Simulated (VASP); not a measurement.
# BaS (F-43m) in VASP: single point with r2SCANh

Aim: the single point of BaS with r2SCANh.

Everything below comes from runs of VASP 6.6.1. Logs are shortened: lines on timing, memory, paths and dates and some standing lists are left out, and cuts for length are marked.

## (1) The cell of the first run

The structure is cubic, space group F-43m (No. 216). The conventional cell has a = 7.039 Å, b = 7.039 Å, c = 7.039 Å, α = 90.00°, β = 90.00°, γ = 90.00°. Within 4.0 Å of Ba (site symmetry -43m) lie 4 S at 3.05 Å. Within 4.0 Å of S (site symmetry -43m) lie 4 Ba at 3.05 Å.

## (2) Single point, r2SCANh

File POSCAR:

```
BaS
1.0
    0.0000000000      3.5194117709      3.5194117709
    3.5194117709      0.0000000000      3.5194117709
    3.5194117709      3.5194117709      0.0000000000
Ba S
1 1
Direct
    0.0000000000      0.0000000000      0.0000000000
    0.2500000000      0.2500000000      0.2500000000
```

File INCAR.step1:

```
PREC     = Accurate       # precision mode
ENCUT    = 520            # plane-wave cutoff, eV
EDIFF    = 1E-5           # SCF threshold, eV
ISMEAR   = 0              # smearing method
SIGMA    = 0.01           # smearing width, eV
LREAL    = False          # projectors in reciprocal space
LASPH    = True           # aspherical terms in the spheres
NELM     = 60             # most SCF steps
ALGO     = Normal         # electronic algorithm
ISIF     = 2              # what is computed and relaxed
LWAVE    = True           # write WAVECAR
LCHARG   = False          # write CHGCAR
GGA      = PE             # functional
NBANDS   = 15             # bands
```

File INCAR.step2:

```
PREC     = Accurate       # precision mode
ENCUT    = 520            # plane-wave cutoff, eV
EDIFF    = 1E-6           # SCF threshold, eV
ISMEAR   = 0              # smearing method
SIGMA    = 0.01           # smearing width, eV
LREAL    = False          # projectors in reciprocal space
LASPH    = True           # aspherical terms in the spheres
NELM     = 60             # most SCF steps
ALGO     = Normal         # electronic algorithm
ISIF     = 2              # what is computed and relaxed
LWAVE    = False          # write WAVECAR
LCHARG   = False          # write CHGCAR
METAGGA  = R2SCAN         # meta-GGA
LHFCALC  = True           # exact exchange
AEXX     = 0.1            # exact-exchange fraction
LMIXTAU  = True         
PRECFOCK = Normal       
ISTART   = 1            
NBANDS   = 15             # bands
```

File KPOINTS:

```
regular mesh
0
Gamma
  4 4 4
```

Potentials or basis: VASP PAW PBE potentials, release 64 (Ba_sv, S).

Launch:

```sh
$ cat potpaw_PBE.64/Ba_sv/POTCAR potpaw_PBE.64/S/POTCAR > POTCAR
$ cp INCAR.step1 INCAR
$ mpirun -np 1 vasp_std > vasp.out
$ cp INCAR.step2 INCAR
$ mpirun -np 1 vasp_std > vasp.out
```

OUTCAR:

```text
PREC = Accurate
   ENCUT = 520
   EDIFF = 1E-6
   ISMEAR = 0
   LREAL = False
   LASPH = True
   NELM = 60
   ISIF = 2
   METAGGA = R2SCAN
   LHFCALC = True
   AEXX = 0.1
   PRECFOCK = Normal
   ISTART = 1

 ion  position               nearest neighbor table
   1  0.000  0.000  0.000-   2 3.05   2 3.05   2 3.05   2 3.05
   2  0.250  0.250  0.250-   1 3.05   1 3.05   1 3.05   1 3.05

  LATTYP: Found a face centered cubic cell.
 ALAT       =     7.0388235418

  Lattice vectors:

 A1 = (   0.0000000000,   3.5194117709,   3.5194117709)
 A2 = (   3.5194117709,   0.0000000000,   3.5194117709)
 A3 = (   3.5194117709,   3.5194117709,   0.0000000000)

Analysis of symmetry for initial positions (statically):
=====================================================================
 Subroutine PRICEL returns:
 Original cell was already a primitive cell.

 Routine SETGRP: Setting up the symmetry group for a
 face centered cubic supercell.

 Subroutine GETGRP returns: Found 24 space group operations
 (whereof 24 operations were pure point group operations)
 out of a pool of 48 trial point group operations.

The static configuration has the point symmetry T_d .

Analysis of symmetry for dynamics (positions and initial velocities):
=====================================================================
 Subroutine PRICEL returns:
 Original cell was already a primitive cell.

 Routine SETGRP: Setting up the symmetry group for a
 face centered cubic supercell.

 Subroutine GETGRP returns: Found 24 space group operations
 (whereof 24 operations were pure point group operations)
 out of a pool of 48 trial point group operations.

The dynamic configuration has the point symmetry T_d .

 Subroutine INISYM returns: Found 24 space group operations
 (whereof 24 operations are pure point group operations),
 and found     1 'primitive' translations

----------------------------------------------------------------------------------------

                                     Primitive cell

  volume of cell :      87.1847

  direct lattice vectors                    reciprocal lattice vectors
     0.000000000  3.519411771  3.519411771    -0.142069196  0.142069196  0.142069196
     3.519411771  0.000000000  3.519411771     0.142069196 -0.142069196  0.142069196
     3.519411771  3.519411771  0.000000000     0.142069196  0.142069196 -0.142069196

  length of vectors
     4.977199858  4.977199858  4.977199858     0.246071065  0.246071065  0.246071065

  position of ions in fractional coordinates (direct lattice)
     0.000000000  0.000000000  0.000000000
     0.250000000  0.250000000  0.250000000

  ion indices of the primitive-cell ions
   primitive index   ion index
                 1           1
                 2           2

----------------------------------------------------------------------------------------

 KPOINTS: regular mesh

Automatic generation of k-mesh.
 Grid dimensions read from file:
 generate k-points for:    4    4    4

 Generating k-lattice:

  Cartesian coordinates                     Fractional coordinates (reciprocal lattice)
    -0.035517299  0.035517299  0.035517299     0.250000000  0.000000000  0.000000000
     0.035517299 -0.035517299  0.035517299     0.000000000  0.250000000  0.000000000
     0.035517299  0.035517299 -0.035517299     0.000000000  0.000000000  0.250000000

  Length of vectors
     0.061517766  0.061517766  0.061517766

  Shift w.r.t. Gamma in fractional coordinates (k-lattice)
     0.000000000  0.000000000  0.000000000

 Subroutine IBZKPT returns following result:
 ===========================================

 Found      8 irreducible k-points:

 Following reciprocal coordinates:
            Coordinates               Weight
  0.000000  0.000000  0.000000      1.000000
  0.250000  0.000000  0.000000      8.000000
  0.500000  0.000000  0.000000      4.000000
  0.250000  0.250000  0.000000      6.000000
  0.500000  0.250000  0.000000     24.000000
 -0.250000  0.250000  0.000000     12.000000
  0.500000  0.500000  0.000000      3.000000
 -0.250000  0.500000  0.250000      6.000000
   k-points           NKPTS =      8   k-points in BZ     NKDIM =     64   number of bands    NBANDS=     15
   number of dos      NEDOS =    301   number of ions     NIONS =      2
   total plane-waves  NPLWV =  64000
   dimension x,y,z NGX =    40 NGY =   40 NGZ =   40
   dimension x,y,z NGXF=    80 NGYF=   80 NGZF=   80
   ions per type =               1   1
   NGX,Y,Z   is equivalent  to a cutoff of  13.36, 13.36, 13.36 a.u.
   NGXF,Y,Z  is equivalent  to a cutoff of  26.72, 26.72, 26.72 a.u.
 SYSTEM =  unknown system
   PREC   = accura    normal or accurate (medium, high low for compatibility)
   ISTART =      1    job   : 0-new  1-cont  2-samecut
   ICHARG =      0    charge: 1-file 2-atom 10-const
   ISPIN  =      1    spin polarized calculation?
   LNONCOLLINEAR =      F non collinear calculations
   LSORBIT =      F    spin-orbit coupling
   LASPH  =      T    aspherical Exc in radial PAW
   ENCUT  =  520.0 eV  38.22 Ry    6.18 a.u.   9.25  9.25  9.25*2*pi/ulx,y,z
   NELM   =     60;   NELMIN=  2; NELMDL=  0     # of ELM steps
   EDIFF  = 0.1E-05   stopping-criterion for ELM
   LREAL  =      F    real-space projection
   EDIFFG = 0.1E-04   stopping-criterion for IOM
   NSW    =      0    number of steps for IOM
   IBRION =     -1    ionic relax: 0-MD 1-quasi-New 2-CG
   NFREE  =      0    steps in history (QN), initial steepest desc. (CG)
   ISIF   =      2    stress and relaxation
   ISYM   =      3    0-nonsym 1-usesym 2-fastsym
   POTIM  = 0.5000    time-step for ionic-motion
   TEBEG  =    0.0;   TEEND  =   0.0 temperature during run
   PSTRESS=    0.0 pullay stress
   NELECT =      16.0000    total number of electrons
   NUPDOWN=      -1.0000    fix difference up-down
   EMIN   =  10.00;   EMAX   =-10.00  energy-range for DOS
   EFERMI =   0.00;   METHOD = LEGACY
   ISMEAR =     0;   SIGMA  =   0.01  broadening in eV -4-tet -1-fermi 0-gaus
   EFERMI_NEDOS =   21; number of points for ismear=-14 and -15
   IALGO  =     38    algorithm
   IMIX   =      1    mixing-type and parameters
     AMIX     =   0.40;   BMIX     =  1.00
     AMIX_MAG =   1.60;   BMIX_MAG =  1.00
  volume/ion in A,a.u.               =      43.59       294.18
  Fermi-wavevector in a.u.,A,eV,Ry     =   0.930325  1.758060 11.775908  0.865505
  Thomas-Fermi vector in A             =   2.056702
   LORBIT       =      0    0 simple, 1 ext, 2 COOP (PROOUT), +10 PAW based schemes
   METAGGA = R2SCAN    functional components
   LHFCALC =     T    Hartree Fock is set to
   PRECFOCK=normal    Normal, Fast or Accurate (Low or Medium for compatibility)
   ENCUT4O =  -1.0   cutoff for four orbital integrals eV
   NKREDX  =     1    reduce k-point grid by
   NKREDY  =     1    reduce k-point grid by
   NKREDZ  =     1    reduce k-point grid by
   AEXX    =    0.1000 exact exchange contribution
   HFSCREEN=    0.0000 screening length (either q_TF or 0.3 A-1)
   HFSCREENC=   0.0000 screening length for correlation (either q_TF or 0.3 A-1)
   ENCUTFOCK=  -1.0 apply spherical cutoff to Coloumb kernel
   IVDW    =     0    specifies the selected vdW correction
   LEPSILON=     F    determine dielectric tensor
   LRPA    =     F    only Hartree local field effects (RPA)
 non-spin polarized calculation
 Gauss-broadening in eV      SIGMA  =   0.01
  energy-cutoff  :      520.00
  volume of cell :       87.18
 maximum number of plane-waves:      2397
 NGX is ok and might be reduce to    40
  NGX = 28; NGY = 28; NGZ = 28

 number of electron      15.9999999 magnetization

 Free energy of the ion-electron system (eV)
  ---------------------------------------------------
  ext. energy  EPLUGINS =         0.00000000
  ---------------------------------------------------
  free energy    TOTEN  =       -36.51446293 eV

  energy without entropy =      -36.51446293  energy(sigma->0) =      -36.51446293

 E-fermi :  -0.7393     XC(G=0):  -6.9527

 val. band max:       -0.7997817494   @ k =  -0.2500   0.5000   0.2500
 cond. band min:       2.8355027009   @ k =   0.0000   0.0000   0.0000
 fundamental gap:      3.6352844503
 Fermi energy:        -0.7393370726

 k-point     1 :       0.0000    0.0000    0.0000
  band No.  band energies     occupation
      1     -28.2384      2.00000
      2     -12.6212      2.00000
      3     -12.6212      2.00000
      4     -12.6212      2.00000
      5     -11.5167      2.00000
      6      -1.4971      2.00000
      7      -1.4971      2.00000
      8      -1.4971      2.00000
      9       2.8355      0.00000
     10       5.4329      0.00000
     11       5.4329      0.00000
     12       7.3499      0.00000
     13       7.3499      0.00000
     14       7.3499      0.00000
     15      10.4972      0.00000

 k-point     2 :       0.2500    0.0000    0.0000
  band No.  band energies     occupation
      1     -28.2299      2.00000
      2     -13.0846      2.00000
      3     -12.6435      2.00000
      4     -12.6435      2.00000
      5     -11.0431      2.00000
      6      -1.5641      2.00000
      7      -1.3560      2.00000
      8      -1.3560      2.00000
      9       3.9310      0.00000
     10       5.1577      0.00000
     11       5.1577      0.00000
     12       6.7558      0.00000
     13       7.8541      0.00000
     14       7.8541      0.00000
     15       8.1052      0.00000
[... 77 lines left out ...]
      3     -12.7304      2.00000
      4     -12.7304      2.00000
      5     -10.5287      2.00000
      6      -1.9135      2.00000
      7      -0.8079      2.00000
      8      -0.8079      2.00000
      9       3.5067      0.00000
     10       4.8197      0.00000
     11       6.7188      0.00000
     12       6.7188      0.00000
     13       6.8503      0.00000
     14       8.9640      0.00000
     15       9.4103      0.00000

 k-point     8 :      -0.2500    0.5000    0.2500
  band No.  band energies     occupation
      1     -28.2158      2.00000
      2     -13.4578      2.00000
      3     -12.7783      2.00000
      4     -12.7329      2.00000
      5     -10.5071      2.00000
      6      -1.4078      2.00000
      7      -1.3429      2.00000
      8      -0.7998      2.00000
      9       3.4739      0.00000
     10       4.5439      0.00000
     11       6.3534      0.00000
     12       6.7878      0.00000
     13       7.9377      0.00000
     14       8.9226      0.00000
     15       9.2532      0.00000

------------------------ aborting loop because EDIFF is reached ----------------------------------------

  FORCE on cell =-STRESS in cart. coord.  units (eV):
  Direction    XX          YY          ZZ          XY          YZ          ZX
  --------------------------------------------------------------------------------------
  -------------------------------------------------------------------------------------
  Total        0.1785979      0.1785979      0.1785979      0.0000000      0.0000000      0.0000000
  in kB        3.2820612      3.2820612      3.2820612      0.0000000      0.0000000      0.0000000
  external PRESSURE =       3.2820612 kB  Pullay stress =       0.0000000 kB

 VOLUME and BASIS-vectors are now :
 -----------------------------------------------------------------------------
  energy-cutoff  :      520.00
  volume of cell :       87.18
      direct lattice vectors                 reciprocal lattice vectors
     0.000000000  3.519411771  3.519411771    -0.142069196  0.142069196  0.142069196
     3.519411771  0.000000000  3.519411771     0.142069196 -0.142069196  0.142069196
     3.519411771  3.519411771  0.000000000     0.142069196  0.142069196 -0.142069196

 POSITION                                       TOTAL-FORCE (eV/Angst)
 -----------------------------------------------------------------------------------
      0.00000      0.00000      0.00000         0.000000      0.000000      0.000000
      1.75971      1.75971      1.75971        -0.000000     -0.000000     -0.000000
 -----------------------------------------------------------------------------------
    total drift:                                0.000002      0.000001     -0.000002

  FREE ENERGIE OF THE ION-ELECTRON SYSTEM (eV)
  ---------------------------------------------------
  free  energy   TOTEN  =       -36.5144629319 eV

  energy  without entropy=      -36.5144629319  energy(sigma->0) =      -36.51446293
```

It took 10 min on 1 thread of Intel Xeon Platinum 8488C (Sapphire Rapids), shared host; peak memory 0.27 GiB.

What came out:

```yaml
Free_energy: -36.5145 eV
Pressure: 0.3 GPa
Band_gap_on_the_k_mesh: 3.64 eV (least direct gap 4.27 eV)
```

Levels at points of the mesh, in eV from the valence-band top:
```
           k point  band 6  band 7  band 8  band 9  band 10  band 11
(0.00, 0.00, 0.00)   -0.70   -0.70   -0.70    3.64     6.23     6.23
(0.50, 0.00, 0.00)   -0.62   -0.43   -0.43    5.38     6.39     6.39
(0.50, 0.50, 0.00)   -1.11   -0.01   -0.01    4.31     5.62     7.52
```

Caveat: the PAW data sets were made with another functional, which shifts forces and pressure a little; spin-orbit coupling is left out, which moves the levels of the heavy elements. A k mesh can miss the band edges.
